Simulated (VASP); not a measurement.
The system is SnO2 (Cassiterite).

```
Sn O
1.0
     4.83093    0.00000    0.00000
     0.00000    4.83093    0.00000
     0.00000    0.00000    3.24900
Sn O
2 4
Direct
  0.50000 0.50000 0.50000
  0.00000 0.00000 0.00000
  0.80710 0.19290 0.50000
  0.69290 0.69290 0.00000
  0.19290 0.80710 0.50000
  0.30710 0.30710 0.00000
```

Base run:

```yaml
Program: VASP 6.6.1
Functional: revPBE
Dispersion: D3(BJ)
Potentials_or_basis: VASP PAW PBE potentials, release 64 (Sn_d, O)
Cutoff: 520 eV
k_mesh: 6 × 6 × 8
Occupations: fermi-dirac, width 0.05 eV
Spin: no spin polarisation
```

Its results: band gap on the k mesh 0.68 eV, direct; pressure -2.9 GPa; largest force 0.104 eV/Å.

Question: The run is repeated on the same cell with these changes: dispersion from D3(BJ) to none; occupations from fermi-dirac, width 0.05 eV to gaussian, width 0.05 eV. What comes out?

Answer: Band gap on the k mesh 0.68 eV, direct; pressure 2.6 GPa; largest force 0.088 eV/Å.

Caveats: the PAW data sets were made with another functional, which shifts forces and pressure a little; spin-orbit coupling is left out, which moves the levels of the heavy elements.

